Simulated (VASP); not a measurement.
Pt, 1 atom in the cell. Symmetry: Fm-3m, No. 225, cubic system. Conventional cell: a = 3.922 Å, b = 3.922 Å, c = 3.922 Å, α = 90.00°, β = 90.00°, γ = 90.00°. Within 3.7 Å of Pt (site symmetry m-3m) lie 12 Pt at 2.77 Å. 

| Item | Value |
| --- | --- |
| Program | VASP 6.6.1 |
| Task | relaxation of cell and atoms |
| Functional | PBEsol |
| Potentials or basis | VASP PAW PBE potentials, release 64 (Pt) |
| Cutoff | 500 eV |
| k mesh | 19 × 19 × 19 |
| Occupations | fermi-dirac, width 0.1 eV |
| Spin | no spin polarisation |
| Dipole correction | no |
| Further INCAR settings | ALGO = Normal; EDIFF = 1e-07; IBRION = 2; EDIFFG = -0.03; NSW = 80; ISIF = 3 |

Potentials or basis: VASP PAW PBE potentials, release 64 (Pt).

The run is started by

```console
$ cat potpaw_PBE.64/Pt/POTCAR > POTCAR
$ mpirun -np 1 vasp_std > vasp.out
```

Hardware: 1 thread of Intel(R) Xeon(R) Platinum 8559C (Emerald Rapids), on a shared host.

Question: How long does it take, and how much memory?

Answer: Wall time 25 s on 1 thread of Intel(R) Xeon(R) Platinum 8559C (Emerald Rapids), with other jobs on the host, peak memory 0.16 GiB. Counts: scf iterations 25, k points 220, ion steps 3.
